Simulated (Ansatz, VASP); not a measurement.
# SiGe in VASP and in Ansatz

```
Si Ge
1.0
     4.21264    0.00000    0.00000
    -2.10632    3.64826    0.00000
     0.00000    0.00000    6.95886
Si Ge
2 2
Cartesian
  2.1063 1.2161 6.0858
  0.0000 2.4322 2.6064
  2.1063 1.2161 3.4826
  0.0000 2.4322 0.0031
```

Change from the starting cell: strain +0.080 along x and y, +0.080 along z, atoms carried along.

Alike in both runs: task single point; functional PBEsol; k mesh 12 × 12 × 6; occupations gaussian, width 0.03 eV; no spin polarisation.

|  | VASP | Ansatz |
| --- | --- | --- |
| version | VASP 6.6.1 | Ansatz 0.2.0 |
| potentials or method | VASP PAW PBE potentials, release 64 (Si, Ge_d), cutoff 520 eV | scalar-relativistic, plane waves, PAW |
| valence electrons in the cell | 36 | 36 |

```csv
,VASP,Ansatz,Ansatz less VASP
gap on the k mesh at the Fermi level (eV),0.03,0.03,-0.003
least direct gap on the mesh (eV),0.04,0.04,-0.003
pressure (GPa),-10.9,-10.9,+0.01
"traceless stress, the component that is largest in VASP (GPa)",-0.05,-0.06,-0.002
rms of the force components (eV/Å),0.036,0.036,-0.0001
```

VASP's potentials were made for PBE, not for PBEsol. Atom by atom the forces differ by 0.000 eV/Å (rms over components).
